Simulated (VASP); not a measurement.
# CuO (C2/c) in VASP: single point with PBE

Aim: the single point of CuO with PBE.

Everything below comes from runs of VASP 6.6.1. Logs are shortened: lines on timing, memory, paths and dates and some standing lists are left out, and cuts for length are marked.

## (1) The cell of the first run

Symmetry: C2/c, No. 15, monoclinic system. Conventional cell: a = 4.749 Å, b = 3.534 Å, c = 5.202 Å, α = 90.00°, β = 98.56°, γ = 90.00°. Within 2.6 Å of Cu (site symmetry -1) lie 4 O at 1.94 to 2.02 Å. Within 2.7 Å of O (site symmetry 2) lie 4 Cu at 1.94 to 2.02 Å and 2 O at 2.62 Å.

## (2) Single point, PBE

POSCAR

```
CuO
1.0
    2.3746750000      1.7668290000      0.0000000000
    2.3746750000     -1.7668290000      0.0000000000
    0.7745790000      0.0000000000     -5.1444240000
Cu O
2 2
Direct
    0.5000000000      0.0000000000      0.0000000000
    0.0000000000      0.5000000000      0.5000000000
    0.4517000000      0.5483000000      0.7500000000
    0.5483000000      0.4517000000      0.2500000000
```

INCAR.step1

```
  PREC = Accurate
  ENCUT = 520
  EDIFF = 1E-7
  ISMEAR = -1
  SIGMA = 0.1
  LREAL = F
  LASPH = T
  NELM = 100
  ALGO = Normal
  ISIF = 2
  LWAVE = F
  LCHARG = T
  LMAXMIX = 4
  GGA = PE
  NBANDS = 25
```

KPOINTS.step1

```
regular mesh
0
Gamma
  9 9 5
```

INCAR.step2

```
  PREC = Accurate
  ENCUT = 520
  EDIFF = 1E-7
  ISMEAR = -5
  SIGMA = 0.1
  LREAL = F
  LASPH = T
  NELM = 100
  ALGO = Normal
  ISIF = 2
  LWAVE = F
  LCHARG = F
  LMAXMIX = 4
  GGA = PE
  LORBIT = 10
  NBANDS = 25
  NEDOS = 2001
  ICHARG = 11
```

KPOINTS.step2

```
regular mesh
0
Gamma
  14 14 8
```

Potentials or basis: VASP PAW PBE potentials, release 64 (Cu, O).

On the command line:

```
$ cat potpaw_PBE.64/Cu/POTCAR potpaw_PBE.64/O/POTCAR > POTCAR
$ cp INCAR.step1 INCAR
$ cp KPOINTS.step1 KPOINTS
$ mpirun -np 1 vasp_std > vasp.out
$ cp INCAR.step2 INCAR
$ cp KPOINTS.step2 KPOINTS
$ mpirun -np 1 vasp_std > vasp.out
```

OUTCAR:

```text
PREC = Accurate
   ENCUT = 520
   EDIFF = 1E-7
   ISMEAR = -5
   LREAL = F
   LASPH = T
   NELM = 100
   ISIF = 2
   GGA = PE
   LORBIT = 10
   ICHARG = 11

 ion  position               nearest neighbor table
   1  0.500  0.000  0.000-   3 1.94   4 1.94   4 2.02   3 2.02
   2  0.000  0.500  0.500-   4 1.94   3 1.94   4 2.02   3 2.02
   3  0.452  0.548  0.750-   2 1.94   1 1.94   2 2.02   1 2.02
   4  0.548  0.452  0.250-   1 1.94   2 1.94   2 2.02   1 2.02

  LATTYP: Found a base centered monoclinic cell.
 ALAT       =     4.7493500000
 B/A-ratio  =     0.7440298146
 C/A-ratio  =     1.0953941290
 COS(beta)  =    -0.1488884929

  Lattice vectors:

 A1 = (  -2.3746750000,  -1.7668290000,   0.0000000000)
 A2 = (  -2.3746750000,   1.7668290000,   0.0000000000)
 A3 = (   0.7745790000,   0.0000000000,  -5.1444240000)

Analysis of symmetry for initial positions (statically):
=====================================================================
 Subroutine PRICEL returns:
 Original cell was already a primitive cell.

 Routine SETGRP: Setting up the symmetry group for a
 base centered monoclinic supercell.

 Subroutine GETGRP returns: Found  4 space group operations
 (whereof  2 operations were pure point group operations)
 out of a pool of  4 trial point group operations.

The static configuration has the point symmetry S_2 .
 The point group associated with its full space group is C_2h.

Analysis of symmetry for dynamics (positions and initial velocities):
=====================================================================
 Subroutine PRICEL returns:
 Original cell was already a primitive cell.

 Routine SETGRP: Setting up the symmetry group for a
 base centered monoclinic supercell.

 Subroutine GETGRP returns: Found  4 space group operations
 (whereof  2 operations were pure point group operations)
 out of a pool of  4 trial point group operations.

The dynamic configuration has the point symmetry S_2 .
 The point group associated with its full space group is C_2h.

 Subroutine INISYM returns: Found  4 space group operations
 (whereof  2 operations are pure point group operations),
 and found     1 'primitive' translations

----------------------------------------------------------------------------------------

                                     Primitive cell

  volume of cell :      43.1684

  direct lattice vectors                    reciprocal lattice vectors
     2.374675000  1.766829000  0.000000000     0.210555129  0.282992865  0.031702593
     2.374675000 -1.766829000  0.000000000     0.210555129 -0.282992865  0.031702593
     0.774579000  0.000000000 -5.144424000     0.000000000  0.000000000 -0.194385222

  length of vectors
     2.959859130  2.959859130  5.202410107     0.354151773  0.354151773  0.194385222

  position of ions in fractional coordinates (direct lattice)
     0.500000000  0.000000000  0.000000000
     0.000000000  0.500000000  0.500000000
     0.451700000  0.548300000  0.750000000
     0.548300000  0.451700000  0.250000000

  ion indices of the primitive-cell ions
   primitive index   ion index
                 1           1
                 2           2
                 3           3
                 4           4

----------------------------------------------------------------------------------------

 KPOINTS: regular mesh

Automatic generation of k-mesh.
 Grid dimensions read from file:
 generate k-points for:   14   14    8

 Generating k-lattice:

  Cartesian coordinates                     Fractional coordinates (reciprocal lattice)
     0.015039652  0.020213776  0.002264471     0.071428571  0.000000000  0.000000000
     0.015039652 -0.020213776  0.002264471     0.000000000  0.071428571  0.000000000
     0.000000000  0.000000000 -0.024298153     0.000000000  0.000000000  0.125000000

  Length of vectors
     0.025296555  0.025296555  0.024298153

  Shift w.r.t. Gamma in fractional coordinates (k-lattice)
     0.000000000  0.000000000  0.000000000

 TETIRR: Found   2352 inequivalent tetrahedra from     9408

 Subroutine IBZKPT returns following result:
 ===========================================

 Found    429 irreducible k-points:

 Following reciprocal coordinates:
            Coordinates               Weight
  0.000000  0.000000  0.000000      1.000000
  0.071429  0.000000 -0.000000      4.000000
  0.142857  0.000000 -0.000000      4.000000
  0.214286  0.000000 -0.000000      4.000000
  0.285714  0.000000 -0.000000      4.000000
  0.357143  0.000000 -0.000000      4.000000
[... 16 lines left out ...]
  0.214286  0.142857 -0.000000      4.000000
  0.285714  0.142857 -0.000000      4.000000
 [... further k-points ...]
   k-points           NKPTS =    429   k-points in BZ     NKDIM =    429   number of bands    NBANDS=     25
   number of dos      NEDOS =   2001   number of ions     NIONS =      4
   total plane-waves  NPLWV =  23040
   dimension x,y,z NGX =    24 NGY =   24 NGZ =   40
   dimension x,y,z NGXF=    48 NGYF=   48 NGZF=   80
   ions per type =               2   2
   NGX,Y,Z   is equivalent  to a cutoff of  13.48, 13.48, 12.78 a.u.
   NGXF,Y,Z  is equivalent  to a cutoff of  26.96, 26.96, 25.56 a.u.
 SYSTEM =  unknown system
   PREC   = accura    normal or accurate (medium, high low for compatibility)
   ISTART =      0    job   : 0-new  1-cont  2-samecut
   ICHARG =     11    charge: 1-file 2-atom 10-const
   ISPIN  =      1    spin polarized calculation?
   LNONCOLLINEAR =      F non collinear calculations
   LSORBIT =      F    spin-orbit coupling
   LASPH  =      T    aspherical Exc in radial PAW
   ENCUT  =  520.0 eV  38.22 Ry    6.18 a.u.   5.50  5.50  9.67*2*pi/ulx,y,z
   NELM   =    100;   NELMIN=  2; NELMDL=  0     # of ELM steps
   EDIFF  = 0.1E-06   stopping-criterion for ELM
   LREAL  =      F    real-space projection
   EDIFFG = 0.1E-05   stopping-criterion for IOM
   NSW    =      0    number of steps for IOM
   IBRION =     -1    ionic relax: 0-MD 1-quasi-New 2-CG
   NFREE  =      0    steps in history (QN), initial steepest desc. (CG)
   ISIF   =      2    stress and relaxation
   ISYM   =      2    0-nonsym 1-usesym 2-fastsym
   POTIM  = 0.5000    time-step for ionic-motion
   TEBEG  =    0.0;   TEEND  =   0.0 temperature during run
   PSTRESS=    0.0 pullay stress
   NELECT =      34.0000    total number of electrons
   NUPDOWN=      -1.0000    fix difference up-down
   EMIN   =  10.00;   EMAX   =-10.00  energy-range for DOS
   EFERMI =   0.00;   METHOD = LEGACY
   ISMEAR =    -5;   SIGMA  =   0.10  broadening in eV -4-tet -1-fermi 0-gaus
   EFERMI_NEDOS =   21; number of points for ismear=-14 and -15
   IALGO  =     38    algorithm
   IMIX   =      4    mixing-type and parameters
     AMIX     =   0.40;   BMIX     =  1.00
     AMIX_MAG =   1.60;   BMIX_MAG =  1.00
  volume/ion in A,a.u.               =      10.79        72.83
  Fermi-wavevector in a.u.,A,eV,Ry     =   1.511864  2.857008 31.099272  2.285732
  Thomas-Fermi vector in A             =   2.621864
   LORBIT       =     10    0 simple, 1 ext, 2 COOP (PROOUT), +10 PAW based schemes
   GGA     = PE    functional components
   LHFCALC =     F    Hartree Fock is set to
   AEXX    =    0.0000 exact exchange contribution
   IVDW    =     0    specifies the selected vdW correction
   LEPSILON=     F    determine dielectric tensor
   LRPA    =     F    only Hartree local field effects (RPA)
 non-spin polarized calculation
 Fermi weights with tetrahedron method with Bloechl corrections
  energy-cutoff  :      520.00
  volume of cell :       43.17
 maximum number of plane-waves:      1184
 NGX is ok and might be reduce to    24

 number of electron      33.9999986 magnetization

 Free energy of the ion-electron system (eV)
  ---------------------------------------------------
  ext. energy  EPLUGINS =         0.00000000
  ---------------------------------------------------
  free energy    TOTEN  =       -19.60384611 eV

  energy without entropy =      -19.60384611  energy(sigma->0) =      -19.60384611

 E-fermi :   4.9781     XC(G=0): -11.5315

 val. band max:        5.0530547382   @ k =  -0.0714   0.0714   0.5000
 cond. band min:       4.9207162521   @ k =  -0.2143   0.5000   0.3750
 fundamental gap:     -0.1323384861
 Fermi energy:         4.9781133443

 k-point     1 :       0.0000    0.0000    0.0000
  band No.  band energies     occupation
      1     -14.5826      2.00000
      2     -13.3368      2.00000
      3      -2.8082      2.00000
      4      -0.3539      2.00000
      5       0.0815      2.00000
      6       1.7252      2.00000
[... 17 lines left out ...]
     24      20.5004      0.00000
     25      21.1843      0.00000

 k-point     2 :       0.0714    0.0000   -0.0000
  band No.  band energies     occupation
      1     -14.5529      2.00000
      2     -13.3272      2.00000
      3      -2.7562      2.00000
      4      -0.3614      2.00000
      5       0.0689      2.00000
      6       1.2935      2.00000
[... 17 lines left out ...]
     24      20.4997      0.00000
     25      21.1861      0.00000

 k-point     3 :       0.1429    0.0000   -0.0000
  band No.  band energies     occupation
      1     -14.4682      2.00000
      2     -13.3001      2.00000
      3      -2.6082      2.00000
      4      -0.3857      2.00000
      5       0.0388      2.00000
      6       0.5989      2.00000
[... 552 lines left out ...]
 k-point    23 :       0.2143    0.1429   -0.0000
  band No.  band energies     occupation
      1     -14.2842      2.00000
      2     -13.2572      2.00000
      3      -2.2645      2.00000
      4      -0.3129      2.00000
      5      -0.0585      2.00000
      6       0.1160      2.00000
[... 17 lines left out ...]
     24      19.7198      0.00000
     25      20.8232      0.00000

 k-point    24 :       0.2857    0.1429   -0.0000
  band No.  band energies     occupation
      1     -14.1478      2.00000
      2     -13.2179      2.00000
      3      -2.0211      2.00000
      4      -0.6672      2.00000
      5      -0.2972      2.00000
      6       0.0362      2.00000
[... 17 lines left out ...]
     24      19.3407      0.00000
     25      20.6231      0.00000

 [... further k-points ...]

------------------------ aborting loop because EDIFF is reached ----------------------------------------

  FORCE on cell =-STRESS in cart. coord.  units (eV):
  Direction    XX          YY          ZZ          XY          YZ          ZX
  --------------------------------------------------------------------------------------
  -------------------------------------------------------------------------------------
  Total       -0.4401172      0.9327885     -0.0117540      0.0000000      0.0000000      0.6120398
  in kB      -16.3347870     34.6200992     -0.4362471      0.0000000      0.0000000     22.7156288
  external PRESSURE =       5.9496884 kB  Pullay stress =       0.0000000 kB

 VOLUME and BASIS-vectors are now :
 -----------------------------------------------------------------------------
  energy-cutoff  :      520.00
  volume of cell :       43.17
      direct lattice vectors                 reciprocal lattice vectors
     2.374675000  1.766829000  0.000000000     0.210555129  0.282992865  0.031702593
     2.374675000 -1.766829000  0.000000000     0.210555129 -0.282992865  0.031702593
     0.774579000  0.000000000 -5.144424000     0.000000000  0.000000000 -0.194385222

 POSITION                                       TOTAL-FORCE (eV/Angst)
 -----------------------------------------------------------------------------------
      1.18734      0.88341      0.00000        -0.000000     -0.000000      0.000000
      1.57463     -0.88341     -2.57221        -0.000000     -0.000000      0.000000
      2.95561     -0.17068     -3.85832         0.000000     -0.044908      0.000000
      2.56832      0.17068     -1.28611        -0.000000      0.044908      0.000000
 -----------------------------------------------------------------------------------
    total drift:                               -0.000000      0.000000      0.000000

  FREE ENERGIE OF THE ION-ELECTRON SYSTEM (eV)
  ---------------------------------------------------
  free  energy   TOTEN  =       -19.6038461074 eV

  energy  without entropy=      -19.6038461074  energy(sigma->0) =      -19.60384611

 total charge

# of ion       s       p       d       tot
------------------------------------------
    1        0.375   0.364   9.129   9.868
    2        0.375   0.364   9.129   9.868
    3        1.577   3.362   0.000   4.939
    4        1.577   3.362   0.000   4.939
--------------------------------------------------
tot          3.903   7.453  18.259  29.614
```

Run time: 4.3 min. Hardware: 1 thread of Intel Xeon Platinum 8375C at 2.90GHz (Ice Lake), shared host; peak memory 0.46 GiB.

What came out:

```
Valence electrons inside the program's atomic spheres : Cu 9.87; O 4.94
```

Caveat: semilocal functionals often make such compounds metallic where correlation or magnetic order opens a gap, which also shifts bond lengths; tetrahedron occupations give inexact forces and stress in metals.
